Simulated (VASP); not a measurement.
Set up this calculation in VASP 6.6.1, as the native input.

| Quantity | Value |
| --- | --- |
| Task | single point |
| Functional | r2SCAN |
| Potentials or basis | VASP PAW PBE potentials, release 64 (Na_pv, I) |
| Cutoff | 520 eV |
| k mesh | 6 × 6 × 6 |
| Occupations | gaussian, width 0.01 eV |
| Spin | no spin polarisation |
| Dipole correction | no |
| Further INCAR settings | ALGO = Normal; EDIFF = 1e-06; NBANDS = 14 |

The system is NaI.

```
Na I
1.0
     0.00000    3.39898    3.39898
     3.39898    0.00000    3.39898
     3.39898    3.39898    0.00000
Na I
1 1
Direct
  0.00000 0.00000 0.00000
  0.25000 0.25000 0.25000
```

This cell differs from its parent crystal: strain -4.1%.

The input as run:

POSCAR

```
NaI
1.0
    0.0000000000      3.3989837796      3.3989837796
    3.3989837796      0.0000000000      3.3989837796
    3.3989837796      3.3989837796      0.0000000000
Na I
1 1
Direct
    0.0000000000      0.0000000000      0.0000000000
    0.2500000000      0.2500000000      0.2500000000
```

INCAR.step1

```
PREC = Accurate
ENCUT = 520
ISMEAR = 0
SIGMA = 0.01
LREAL = False
LASPH = True
NELM = 60
NBANDS = 14
GGA = PE
ALGO = Normal
EDIFF = 1E-4
LWAVE = True
LCHARG = False
```

INCAR.step2

```
PREC = Accurate
ENCUT = 520
EDIFF = 1E-6
ISMEAR = 0
SIGMA = 0.01
LREAL = False
LASPH = True
NELM = 60
ALGO = Normal
ISIF = 2
LWAVE = False
LCHARG = False
METAGGA = R2SCAN
LMIXTAU = True
NBANDS = 14
ISTART = 1
```

KPOINTS

```
regular mesh
0
Gamma
  6 6 6
```

Potentials or basis: VASP PAW PBE potentials, release 64 (Na_pv, I).

The run is started by

```console
$ cat potpaw_PBE.64/Na_pv/POTCAR potpaw_PBE.64/I/POTCAR > POTCAR
$ cp INCAR.step1 INCAR
$ mpirun -np 1 vasp_std > vasp.out
$ cp INCAR.step2 INCAR
$ mpirun -np 1 vasp_std > vasp.out
```

Results of the run:

The pressure is 1.9 GPa and the band gap on the k mesh is 4.65 eV, direct.

Caveat: the cell differs from its parent crystal (strain -4.1%); the PAW data sets were made with another functional, which shifts forces and pressure a little; spin-orbit coupling is left out, which moves the levels of the heavy elements.

Wall time 47 s on 1 thread of Intel(R) Xeon(R) Platinum 8488C (Sapphire Rapids) (shared host), peak memory 0.21 GiB.
